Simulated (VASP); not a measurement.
Here is a VASP 6.6.1 calculation.

File INCAR:

```
  PREC = Accurate
  ENCUT = 520
  EDIFF = 1E-6
  ISMEAR = -1
  SIGMA = 0.05
  LREAL = F
  LASPH = T
  NELM = 80
  ALGO = Normal
  ISIF = 2
  LWAVE = F
  LCHARG = F
  GGA = PS
  NBANDS = 12
```

File KPOINTS:

```
Automatic mesh
0
Gamma
  16 16 16
```

File POSCAR:

```
Au
1.0
    0.0000000000      1.8127766715      1.8127766715
    1.8127766715      0.0000000000      1.8127766715
    1.8127766715      1.8127766715      0.0000000000
Au
1
Direct
    0.0000000000      0.0000000000      0.0000000000
```

Potentials or basis: VASP PAW PBE potentials, release 64 (Au).

Launch:

```bash
$ cat potpaw_PBE.64/Au/POTCAR > POTCAR
$ mpirun -np 1 vasp_std > vasp.out
```

(1) Predict the pressure.

Answers

(1) 169.3 GPa.

Caveat: the PAW data sets were made with another functional, which shifts forces and pressure a little.
